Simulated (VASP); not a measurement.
**ScH3Br2: single point with PBE**

ScH3Br2:

```
Sc H Br
1.0
     5.04729    0.00000    0.00000
    -2.52364    4.37108    0.00000
     0.00000    0.00000    3.86303
Sc H Br
1 3 2
Direct
  0.00000 0.00000 0.00000
  0.50000 0.00000 0.50000
  0.50000 0.50000 0.50000
  0.00000 0.50000 0.50000
  0.33333 0.66667 0.00000
  0.66667 0.33333 0.00000
```

- Program: VASP 6.6.1
- Task: single point
- Functional: PBE
- Potentials or basis: VASP PAW PBE potentials, release 64 (Sc_sv, H, Br)
- Cutoff: 520 eV
- k mesh: 3 × 3 × 6
- Occupations: gaussian, width 0.1 eV
- Spin: no spin polarisation
- Dipole correction: no
- Further INCAR settings: ALGO = Normal; EDIFF = 1e-06; NBANDS = 23

The pressure is 0.1 GPa. The band gap on the k mesh is zero (band 14 reaches 4.44 eV, above the bottom of band 15 at 3.01 eV).

Stress tensor (GPa, compression positive):
```
0.09 0.00 0.00
0.00 0.09 0.00
0.00 0.00 0.17
```

Levels at points of the mesh, in eV from the Fermi level:
| k point | band 10 | band 11 | band 12 | band 13 | band 14 | band 15 | band 16 | band 17 | band 18 | band 19 |
| --- | --- | --- | --- | --- | --- | --- | --- | --- | --- | --- |
| (0.00, 0.00, 0.00) | -3.61 | -3.24 | -3.24 | -2.20 | 0.62 | 0.91 | 0.91 | 1.10 | 1.10 | 2.28 |
| (0.00, 0.00, 0.50) | -3.63 | -2.89 | -2.89 | -1.45 | -1.45 | 0.23 | 0.23 | 1.44 | 2.07 | 2.08 |

Wall time 36 s on 1 thread of Intel(R) Xeon(R) Platinum 8375C CPU @ 2.90GHz (Ice Lake), on a shared host, peak memory 0.22 GiB.

Caveat: the k points lie up to 0.48 Å⁻¹ apart.
